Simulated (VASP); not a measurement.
Set up this calculation in VASP 6.6.1, as the native input.

| Item | Value |
| --- | --- |
| Task | single point |
| Functional | PBEsol |
| Potentials or basis | VASP PAW PBE potentials, release 64 (Ba_sv) |
| Cutoff | 400 eV |
| k mesh | 1 × 1 × 1 |
| Occupations | gaussian, width 0.05 eV |
| Spin | no spin polarisation |
| Dipole correction | no |
| Further INCAR settings | ALGO = Normal; EDIFF = 1e-06; NBANDS = 44 |

The structure of Ba (a cell with a defect) lies in POSCAR:

```
Ba
1.0
    7.8354350800      0.0000000000      0.0000000000
    0.0000000000      7.8354350800      0.0000000000
    0.0000000000      0.0000000000      7.8354350800
Ba
7
Direct
    0.0000000000      0.0000000000      0.1250105438
    0.0000001276      0.4999998035     -0.0005467469
    0.0000001276      0.5000006968      0.4990780933
    0.5000000587     -0.0000001276     -0.0005464917
    0.4999995482     -0.0000001276      0.4990782209
    0.5000000587      0.4999998035      0.0049274864
    0.5000000587      0.5000000587      0.4979988935
```

One way to write it, as run:

INCAR

```
PREC = Accurate ; ENCUT = 400
EDIFF = 1E-6 ; ISMEAR = 0
SIGMA = 0.05 ; LREAL = False
LASPH = True ; NELM = 120
ALGO = Normal ; ISIF = 2
LWAVE = False ; LCHARG = False
GGA = PS ; NBANDS = 44
GGA_COMPAT = False
```

KPOINTS

```
regular mesh
0
Gamma
  1 1 1
```

Potentials or basis: VASP PAW PBE potentials, release 64 (Ba_sv).

Run with:

```console
$ cat potpaw_PBE.64/Ba_sv/POTCAR > POTCAR
$ mpirun -np 1 vasp_gam > vasp.out
```

It gave:

```
Pressure      : -2.5 GPa
Largest force : 0.377 eV/Å
```

Caveat: the k points lie up to 0.80 Å⁻¹ apart; the PAW data sets were made with another functional, which shifts forces and pressure a little.

Wall time 41 s on 1 thread of AMD EPYC 7R13, on a shared host, peak memory 0.35 GiB.
